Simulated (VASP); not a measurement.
Here is a VASP 6.6.1 calculation.

File INCAR:

```
SYSTEM = VO2
PREC     = Accurate       ! precision mode
ENCUT    = 600            ! plane-wave cutoff, eV
EDIFF    = 1E-6           ! SCF threshold, eV
ISMEAR   = -1             ! smearing method
SIGMA    = 0.1098         ! smearing width, eV
LREAL    = .FALSE.        ! projectors in reciprocal space
LASPH    = .TRUE.         ! aspherical terms in the spheres
NELM     = 200            ! most SCF steps
ALGO     = Normal         ! electronic algorithm
ISIF     = 2              ! what is computed and relaxed
LWAVE    = .FALSE.        ! write WAVECAR
LCHARG   = .FALSE.        ! write CHGCAR
ISPIN    = 2              ! spin polarisation
MAGMOM   = 0 0 0 0 2 2    ! initial moments
LORBIT   = 11             ! projections on sites
LMAXMIX  = 4              ! l up to which the mixer works
GGA      = PS             ! functional
NBANDS   = 38             ! bands
GGA_COMPAT= .FALSE.
```

Contents of KPOINTS:

```
regular mesh
0
G
  5 5 8
  0 0 0
```

File POSCAR:

```
VO2
1.0
    4.5386792882      0.0000000000      0.0000000000
    0.0000000000      4.5386792882      0.0000000000
    0.0000000000      0.0000000000      2.7999722050
O V
4 2
Direct
    0.2991529326      0.2991529326      0.0000000000
    0.2008470674      0.7991529326      0.5000000000
    0.7008470674      0.7008470674      0.0000000000
    0.7991529326      0.2008470674      0.5000000000
    0.0000000000      0.0000000000      0.0000000000
    0.5000000000      0.5000000000      0.5000000000
```

Potentials or basis: VASP PAW PBE potentials, release 64 (O, V_sv).

Command:

```sh
$ cat potpaw_PBE.64/O/POTCAR potpaw_PBE.64/V_sv/POTCAR > POTCAR
$ mpirun -np 1 vasp_std > vasp.out
```

Problem. What does it give for the net moment?

Solution. 1.86 μB per cell.

Problem. Estimate the largest force.

Solution. 0.025 eV/Å.

Problem. Predict the site moments.

Solution. O -0.04; V +0.95 μB.

Stress tensor (GPa, compression positive):
```
0.44 0.00 0.00
0.00 0.44 0.00
0.00 0.00 0.77
```

Caveat: the PAW data sets were made with another functional, which shifts forces and pressure a little.
